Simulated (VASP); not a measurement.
# Rh (I4/mmm) in VASP: further runs

Rh is run at these levels: LDA; tasks: single point.

Program: VASP 6.6.1. These are calculated values, not measurements. Logs are shortened: lines on timing, memory, paths and dates and some standing lists are left out, and cuts for length are marked.

## (1) The cell of the first run

Symmetry: I4/mmm, No. 139, tetragonal system. The conventional cell has a = 2.548 Å, b = 2.548 Å, c = 3.754 Å, α = 90.00°, β = 90.00°, γ = 90.00°. Rh (site symmetry 4/mmm) has 12 Rh at 2.55 to 2.60 Å within 3.4 Å.

## (2) Single point, LDA

File INCAR:

```
  ALGO = Fast
  EDIFF = 1E-6
  ENCUT = 520
  GGA = CA
  ISIF = 2
  ISMEAR = 0
  LASPH = True
  LCHARG = True
  LELF = True
  LREAL = False
  LVHAR = True
  LWAVE = False
  NBANDS = 14
  NELM = 100
  PREC = Accurate
  SIGMA = 0.15
```

File KPOINTS:

```
k-points
0
Gamma
  20 20 20
```

File POSCAR:

```
Rh
1.0
    0.0000000000      1.8019538512      1.8770352617
    1.8019538512      0.0000000000      1.8770352617
    1.8019538512      1.8019538512      0.0000000000
Rh
1
Direct
    0.0000000000      0.0000000000      0.0000000000
```

Potentials or basis: VASP PAW LDA potentials, release 64 (Rh_pv).

On the command line:

```bash
$ cat potpaw_LDA.64/Rh_pv/POTCAR > POTCAR
$ mpirun -np 1 vasp_std > vasp.out
```

OUTCAR:

```text
EDIFF = 1E-6
   ENCUT = 520
   GGA = CA
   ISIF = 2
   ISMEAR = 0
   LASPH = True
   LREAL = False
   NELM = 100
   PREC = Accurate

 ion  position               nearest neighbor table
   1  0.000  0.000  0.000-

  LATTYP: Found a body centered tetragonal cell.
 ALAT       =     2.5483475751
 C/A-ratio  =     1.4731391275

  Lattice vectors:

 A1 = (  -1.8019538512,   0.0000000000,   1.8770352617)
 A2 = (   1.8019538512,   0.0000000000,   1.8770352617)
 A3 = (   0.0000000000,   1.8019538512,  -1.8770352617)

Analysis of symmetry for initial positions (statically):
=====================================================================
 Subroutine PRICEL returns:
 Original cell was already a primitive cell.

 Routine SETGRP: Setting up the symmetry group for a
 body centered tetragonal supercell.

 Subroutine GETGRP returns: Found 16 space group operations
 (whereof 16 operations were pure point group operations)
 out of a pool of 16 trial point group operations.

The static configuration has the point symmetry D_4h.

Analysis of symmetry for dynamics (positions and initial velocities):
=====================================================================
 Subroutine PRICEL returns:
 Original cell was already a primitive cell.

 Routine SETGRP: Setting up the symmetry group for a
 body centered tetragonal supercell.

 Subroutine GETGRP returns: Found 16 space group operations
 (whereof 16 operations were pure point group operations)
 out of a pool of 16 trial point group operations.

The dynamic configuration has the point symmetry D_4h.

 Subroutine INISYM returns: Found 16 space group operations
 (whereof 16 operations are pure point group operations),
 and found     1 'primitive' translations

----------------------------------------------------------------------------------------

                                     Primitive cell

  volume of cell :      12.1896

  direct lattice vectors                    reciprocal lattice vectors
     0.000000000  1.801953851  1.877035262    -0.277476584  0.277476584  0.266377521
     1.801953851  0.000000000  1.877035262     0.277476584 -0.277476584  0.266377521
     1.801953851  1.801953851  0.000000000     0.277476584  0.277476584 -0.266377521

  length of vectors
     2.601979834  2.601979834  2.548347575     0.474282082  0.474282082  0.474282082

  position of ions in fractional coordinates (direct lattice)
     0.000000000  0.000000000  0.000000000

[... 84 lines left out ...]
   TEBEG  =    0.0;   TEEND  =   0.0 temperature during run
   PSTRESS=    0.0 pullay stress
   NELECT =      15.0000    total number of electrons
   NUPDOWN=      -1.0000    fix difference up-down
   EMIN   =  10.00;   EMAX   =-10.00  energy-range for DOS
   EFERMI =   0.00;   METHOD = LEGACY
   ISMEAR =     0;   SIGMA  =   0.15  broadening in eV -4-tet -1-fermi 0-gaus
   EFERMI_NEDOS =   21; number of points for ismear=-14 and -15
   IALGO  =     68    algorithm
   IMIX   =      4    mixing-type and parameters
     AMIX     =   0.40;   BMIX     =  1.00
     AMIX_MAG =   1.60;   BMIX_MAG =  1.00
  volume/ion in A,a.u.               =      12.19        82.26
  Fermi-wavevector in a.u.,A,eV,Ry     =   1.754319  3.315183 41.873787  3.077637
  Thomas-Fermi vector in A             =   2.824283
   LORBIT       =      0    0 simple, 1 ext, 2 COOP (PROOUT), +10 PAW based schemes
   GGA     = CA    functional components
   LHFCALC =     F    Hartree Fock is set to
   AEXX    =    0.0000 exact exchange contribution
   IVDW    =     0    specifies the selected vdW correction
   LEPSILON=     F    determine dielectric tensor
   LRPA    =     F    only Hartree local field effects (RPA)
 non-spin polarized calculation
 RMM-DIIS sequential band-by-band and
 Gauss-broadening in eV      SIGMA  =   0.15
  energy-cutoff  :      520.00
  volume of cell :       12.19
 maximum number of plane-waves:       343
   NGX =  9   NGY =  9   NGZ =  9

 number of electron      14.9999999 magnetization

 Free energy of the ion-electron system (eV)
  ---------------------------------------------------
  ext. energy  EPLUGINS =         0.00000000
  ---------------------------------------------------
  free energy    TOTEN  =        -8.57341701 eV

  energy without entropy =       -8.56222378  energy(sigma->0) =       -8.56782039

 E-fermi :  14.0878     XC(G=0): -15.1304

 val. band max:       14.0877360619   @ k =  -0.4500   0.0000   0.4500
 cond. band min:      14.0894868897   @ k =   0.3000   0.2000   0.0000
 fundamental gap:      0.0017508278
 Fermi energy:        14.0877962973

 k-point     1 :       0.0000    0.0000    0.0000
  band No.  band energies     occupation
      1     -32.3039      2.00000
      2     -32.2715      2.00000
      3     -32.2715      2.00000
      4       5.1501      2.00000
      5       9.9993      2.00000
      6      10.5338      2.00000
      7      10.5338      2.00000
      8      12.5633      2.00000
      9      13.2334      2.00000
     10      29.8810      0.00000
     11      34.1182      0.00000
     12      35.0158      0.00000
     13      36.4687      0.00000
     14      36.4687      0.00000
[... 377 lines left out ...]
      1     -33.2319      2.00000
      2     -32.4748      2.00000
      3     -32.3641      2.00000
      4       7.1216      2.00000
      5      10.1707      2.00000
      6      10.7791      2.00000
      7      12.1696      2.00000
      8      13.8184      1.98890
      9      14.8488      0.00000
     10      26.5670      0.00000
     11      30.5726      0.00000
     12      34.1206      0.00000
     13      36.9423      0.00000
     14      38.9307      0.00000

 [... further k-points ...]

------------------------ aborting loop because EDIFF is reached ----------------------------------------

  FORCE on cell =-STRESS in cart. coord.  units (eV):
  Direction    XX          YY          ZZ          XY          YZ          ZX
  --------------------------------------------------------------------------------------
  -------------------------------------------------------------------------------------
  Total        2.8957188      2.8957188      1.7775055      0.0000000     -0.0000000     -0.0000000
  in kB      380.6073808    380.6073808    233.6317109      0.0000000     -0.0000000     -0.0000000
  external PRESSURE =     331.6154908 kB  Pullay stress =       0.0000000 kB

 VOLUME and BASIS-vectors are now :
 -----------------------------------------------------------------------------
  energy-cutoff  :      520.00
  volume of cell :       12.19
      direct lattice vectors                 reciprocal lattice vectors
     0.000000000  1.801953851  1.877035262    -0.277476584  0.277476584  0.266377521
     1.801953851  0.000000000  1.877035262     0.277476584 -0.277476584  0.266377521
     1.801953851  1.801953851  0.000000000     0.277476584  0.277476584 -0.266377521

 POSITION                                       TOTAL-FORCE (eV/Angst)
 -----------------------------------------------------------------------------------
      0.00000      0.00000      0.00000         0.000000      0.000000      0.000000
 -----------------------------------------------------------------------------------
    total drift:                                0.000000      0.000000      0.000000

  FREE ENERGIE OF THE ION-ELECTRON SYSTEM (eV)
  ---------------------------------------------------
  free  energy   TOTEN  =        -8.5734170126 eV

  energy  without entropy=       -8.5622237750  energy(sigma->0) =       -8.56782039
```

Wall time 84 s (1 thread of Intel Xeon Platinum 8259CL at 2.50GHz (Skylake/Cascade Lake), shared host); peak memory 0.2 GiB.

What came out:

| Quantity | Value |
| --- | --- |
| Free energy | -8.5734 eV |
| Pressure | 33.2 GPa |
| Band gap on the k mesh | zero (an odd number of electrons rules out a gap without spin polarisation) |

Stress tensor (GPa, compression positive):
```
38.06  0.00  0.00
 0.00 38.06  0.00
 0.00  0.00 23.36
```

Caveat: the cell stands under pressure.

## (3) Single point, LDA

This run uses another cell than the first one, of 12.53 Å³/atom.

File INCAR:

```
ALGO = Fast
EDIFF = 1E-7
ENCUT = 520
GGA = CA
ISIF = 2
ISMEAR = 0
LASPH = T
LCHARG = F
LREAL = F
LWAVE = F
NBANDS = 14
NELM = 80
PREC = Accurate
SIGMA = 0.15
```

KPOINTS is that of step 2.

File POSCAR:

```
Rh
1.0
    0.0000000000      1.8269184202      1.8770352617
    1.8269184202      0.0000000000      1.8770352617
    1.8269184202      1.8269184202      0.0000000000
Rh
1
Direct
    0.0000000000      0.0000000000      0.0000000000
```

Potentials or basis: VASP PAW LDA potentials, release 64 (Rh_pv).

On the command line:

```bash
$ cat potpaw_LDA.64/Rh_pv/POTCAR > POTCAR
$ mpirun -np 1 vasp_std > vasp.out
```

Wall time 91 s (1 thread of Intel Xeon Platinum 8259CL at 2.50GHz (Skylake/Cascade Lake), shared host); peak memory 0.2 GiB.

It converged, with:

* Free energy: -8.6392 eV
* Pressure: 21.0 GPa
* Band gap on the k mesh: zero (an odd number of electrons rules out a gap without spin polarisation)

Stress tensor (GPa, compression positive):
```
23.92  0.00  0.00
 0.00 23.92  0.00
 0.00  0.00 15.02
```

Levels at points of the mesh, in eV from the Fermi level:
```csv
k point,band 3,band 4,band 5,band 6,band 7,band 8,band 9,band 10,band 11,band 12
"(0.00, 0.00, 0.00)",-46.32,-8.73,-3.81,-3.47,-3.47,-1.35,-0.92,15.83,20.10,21.15
"(0.50, 0.00, 0.00)",-46.44,-6.99,-3.85,-3.50,0.61,0.61,0.77,9.61,15.37,20.10
"(0.50, 0.50, 0.00)",-46.66,-7.27,-6.87,0.70,1.15,1.15,2.94,12.96,14.10,14.10
"(0.50, 0.00, 0.50)",-46.69,-7.29,-6.89,0.65,1.03,1.33,3.55,13.41,13.77,13.78
```

Caveat: the cell stands under pressure.

## (4) Single point, LDA

This run uses another cell than the first one, of 12.88 Å³/atom.

File INCAR:

```
SYSTEM = Rh
PREC = Accurate
ENCUT = 520
EDIFF = 1E-7
ISMEAR = 0
SIGMA = 0.15
LREAL = .False.
LASPH = .True.
NELM = 100
ALGO = Fast
ISIF = 2
LWAVE = .False.
LCHARG = .True.
LELF = .True.
LVHAR = .True.
NBANDS = 14
```

File KPOINTS:

```
Automatic mesh
0
Gamma
  20 20 20
  0 0 0
```

File POSCAR:

```
Rh
1.0
    0.0000000000      1.8520706927      1.8770352617
    1.8520706927      0.0000000000      1.8770352617
    1.8520706927      1.8520706927      0.0000000000
Rh
1
Direct
    0.0000000000      0.0000000000      0.0000000000
```

On the command line:

```bash
$ cat potpaw_LDA.64/Rh_pv/POTCAR > POTCAR
$ mpirun -np 1 vasp_std > vasp.out
```

It took 86 s on 1 thread of Intel Xeon Platinum 8259CL at 2.50GHz (Skylake/Cascade Lake), shared host; peak memory 0.21 GiB.

The run converged. Its results:

```
Free energy            : -8.6774 eV
Pressure               : 10.1 GPa
Band gap on the k mesh : zero (an odd number of electrons rules out a gap without spin polarisation)
```

Stress tensor (GPa, compression positive):
```
11.47  0.00  0.00
 0.00 11.47  0.00
 0.00  0.00  7.46
```

Levels at points of the mesh, in eV from the Fermi level:
```tsv
k point	band 5	band 6	band 7	band 8	band 9	band 10
(0.00, 0.00, 0.00)	-3.55	-3.39	-3.39	-1.19	-0.99	15.87
(0.50, 0.00, 0.00)	-3.60	-3.44	0.62	0.63	0.70	9.29
(0.50, 0.50, 0.00)	-6.60	0.65	1.11	1.11	3.10	12.85
(0.50, 0.00, 0.50)	-6.61	0.63	1.05	1.19	3.40	13.24
```

Caveat: the cell stands under pressure.

## (5) Summary

| cell | further INCAR settings | gap on the mesh (eV) | pressure (GPa) |
| --- | --- | --- | --- |
| a = 2.602, b = 2.602, c = 2.548 Å, angles 60.7, 60.7, 58.6°, 1 atom | ALGO = Fast; EDIFF = 1e-06; NBANDS = 14 | none | 33.2 |
| a = 2.619, b = 2.619, c = 2.584 Å, angles 60.4, 60.4, 59.1°, 1 atom | ALGO = Fast; EDIFF = 1e-07; NBANDS = 14 | none | 21.0 |
| a = 2.637, b = 2.637, c = 2.619 Å, angles 60.2, 60.2, 59.6°, 1 atom | ALGO = Fast; EDIFF = 1e-07; NBANDS = 14 | none | 10.1 |

Alike in all rows: task single point; level LDA; potentials or basis VASP PAW LDA potentials, release 64 (Rh_pv); no spin polarisation; k mesh 20 × 20 × 20; cutoff (eV) 520; smearing gaussian 0.15 eV.

Caveats: the cell stands under pressure.

Absolute energies hang on the potentials; compare differences alone.
